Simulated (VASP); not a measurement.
# AlGa3N2: relaxation of cell and atoms with PBE

The system is AlGa3N2.

```
Al Ga N
1.0
     3.20352    0.00000    0.00000
    -1.60176    2.77433    0.00000
     0.00000    0.00000    9.43620
Al Ga N
1 3 2
Direct
  0.33333 0.66667 0.25406
  0.00000 0.00000 0.97867
  0.66667 0.33333 0.52412
  0.00000 0.00000 0.71188
  0.33333 0.66667 0.05346
  0.66667 0.33333 0.31481
```

| Quantity | Value |
| --- | --- |
| Program | VASP 6.6.1 |
| Task | relaxation of cell and atoms |
| Functional | PBE |
| Potentials or basis | VASP PAW PBE potentials, release 64 (Al, Ga_d, N) |
| Cutoff | 600 eV |
| k mesh | 12 × 12 × 4 |
| Occupations | gaussian, width 0.1 eV |
| Spin | no spin polarisation |
| Dipole correction | no |
| Further INCAR settings | ALGO = Normal; EDIFF = 1e-07; IBRION = 2; EDIFFG = -0.01; NSW = 100; ISIF = 3 |

| Quantity | Value |
| --- | --- |
| Relaxed volume | 14.00 Å³/atom |
| Relaxed cell | a = 3.219 Å, b = 3.219 Å, c = 9.361 Å, α = 90.00°, β = 90.00°, γ = 120.00° |
| Space group after relaxing (to 0.1 Å) | P3m1 (No. 156) |
| Energy gained by relaxing | 0.9 meV/atom |
| Ionic steps | 8 |
| Pressure after relaxing | 0.0 GPa |
| Largest force after relaxing | 0.008 eV/Å |
| Band gap on the k mesh | zero (bands 26 and 27 overlap by 2.94 eV) |

Forces on the atoms (eV/Å):
```
Al   0.000  0.000 -0.003
Ga   0.000  0.000  0.003
Ga   0.000  0.000  0.008
Ga   0.000  0.000 -0.006
N    0.000  0.000 -0.008
N    0.000  0.000  0.007
```

The path:
| step | energy change (eV) | largest force (eV/Å) | pressure (GPa) | volume (Å³) |
| --- | --- | --- | --- | --- |
| 1 | 0.0000 | 0.1361 | 0.31 | 83.87 |
| 2 | -0.0026 | 0.0911 | -0.17 | 84.19 |
| 3 | -0.0034 | 0.0665 | -0.57 | 84.48 |
| 4 | -0.0050 | 0.0566 | -0.24 | 84.24 |
| 5 | -0.0052 | 0.0759 | -0.07 | 84.12 |
| 6 | -0.0055 | 0.0392 | 0.00 | 84.04 |
| 7 | -0.0056 | 0.0355 | 0.05 | 83.98 |
| 8 | -0.0057 | 0.0077 | -0.01 | 84.01 |

Final structure:
```yaml
crystal:
  lattice:
    - [3.21913, 0.00000, 0.00000]
    - [-1.60957, 2.78785, 0.00000]
    - [0.00000, 0.00000, 9.36066]
  atoms:
    - { symbol: Al, position: [0.33333, 0.66667, 0.25466] }
    - { symbol: Ga, position: [0.00000, 0.00000, 0.97747] }
    - { symbol: Ga, position: [0.66667, 0.33333, 0.52642] }
    - { symbol: Ga, position: [0.00000, 0.00000, 0.71038] }
    - { symbol: N, position: [0.33333, 0.66667, 0.05251] }
    - { symbol: N, position: [0.66667, 0.33333, 0.31557] }
```

Levels at points of the mesh, in eV from the Fermi level:
| k point | band 22 | band 23 | band 24 | band 25 | band 26 | band 27 | band 28 | band 29 | band 30 | band 31 |
| --- | --- | --- | --- | --- | --- | --- | --- | --- | --- | --- |
| (0.00, 0.00, 0.00) | -3.62 | -2.63 | -2.57 | -2.57 | -0.88 | 2.46 | 3.39 | 6.27 | 6.27 | 6.68 |
| (0.50, 0.00, 0.00) | -4.59 | -4.46 | -4.30 | -3.70 | -2.56 | -0.09 | 2.43 | 2.66 | 2.89 | 3.30 |
| (0.00, 0.00, 0.50) | -3.62 | -3.62 | -2.57 | -2.57 | 0.82 | 1.22 | 3.58 | 6.20 | 6.20 | 6.37 |
| (0.50, 0.00, 0.50) | -5.14 | -4.58 | -4.42 | -3.71 | -2.17 | 0.49 | 1.85 | 2.06 | 2.70 | 4.42 |

It took 13 min on 1 thread of AMD EPYC 9R45 96-Core Processor (Zen 5), on a shared host, peak memory 0.36 GiB.
